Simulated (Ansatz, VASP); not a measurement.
One calculation of Hf2Sc3N, two programs

The input INCAR:

```
SYSTEM = Hf2Sc3N
PREC = Accurate ; ENCUT = 600
EDIFF = 1E-7 ; ISMEAR = 0
SIGMA = 0.1 ; LREAL = .FALSE.
LASPH = .TRUE. ; NELM = 100
ALGO = Normal ; ISIF = 3
LWAVE = .FALSE. ; LCHARG = .FALSE.
GGA = PE ; IBRION = 2
NSW = 90 ; EDIFFG = -0.04
```

File KPOINTS:

```
Automatic mesh
0
G
  4 4 4
  0 0 0
```

POSCAR

```
Hf2Sc3N
1.0
    2.5849483100     -4.6521083000      0.0000000000
    2.5849483100      4.6521083000      0.0000000000
    0.0000000000      0.0000000000      4.2664763600
Hf Sc N
2 3 1
Direct
    0.5000000000      0.0000000000      0.5000000000
    0.0000000000      0.5000000000      0.5000000000
    0.6779564000      0.3220436000      0.0000000000
    0.3220436000      0.6779564000      0.0000000000
    0.5000000000      0.5000000000      0.5000000000
    0.0000000000      0.0000000000      0.0000000000
```

Input for Ansatz:

```yaml
crystal:
  lattice:
    - [2.58494831, -4.6521083, 0.0]
    - [2.58494831, 4.6521083, 0.0]
    - [0.0, 0.0, 4.26647636]
  atoms:
    - { symbol: Hf, position: [0.5, 0.0, 0.5] }
    - { symbol: Hf, position: [0.0, 0.5, 0.5] }
    - { symbol: Sc, position: [0.6779564, 0.3220436, 0.0] }
    - { symbol: Sc, position: [0.3220436, 0.6779564, 0.0] }
    - { symbol: Sc, position: [0.5, 0.5, 0.5] }
    - { symbol: "N", position: [0.0, 0.0, 0.0] }
basis:
  ecutwfc: 420
kpoints:
  mp_grid: { grid: [4, 4, 4] }
hamiltonian:
  xc: pbe
scf:
  occupations: { method: gaussian, width: 0.1 }
  lower_state_search: "off"
output:
  forces: true
  stress: true
  eigenvalues: true
relax:
  adjacent_minimum: "off"
  f_tol: 0.04
  max_steps: 70
  cell: { stress_tol: 0.4 }
```

Change from the starting cell: species swapped into the LaAl2Ag3 type (Cmmm, No. 65).

Alike in both runs: task relaxation of cell and atoms; functional PBE; k mesh 4 × 4 × 4; occupations gaussian, width 0.1 eV; no spin polarisation.

```csv
,VASP,Ansatz
version,VASP 6.6.1,Ansatz 0.2.0
potentials or method,"VASP PAW PBE potentials, release 64 (Hf_pv, Sc_sv, N), cutoff 600 eV","scalar-relativistic, plane waves, PAW"
valence electrons in the cell,58,90
```

|  | VASP | Ansatz | Ansatz less VASP |
| --- | --- | --- | --- |
| gap on the k mesh at the Fermi level, each at its own relaxed structure (eV) | none | none | - |
| relaxed volume (Å³/atom) | 24.95 | 25.25 | +0.294 |
| relaxed cell length with the largest relative difference (Å) | 6.305 | 6.379 | +0.0735 |

A gap of «none» marks a metal or a gap that the smearing closes. VASP's potentials hold 58 valence electrons a cell and Ansatz's 90, so a difference there can come from the potentials and not from the codes.

The k mesh is coarse, so the values compare programs but aren't converged. Spin-orbit coupling is off throughout. Noted on VASP's run: the volume moved by over 15 % at a fixed basis, so the end points are rough.
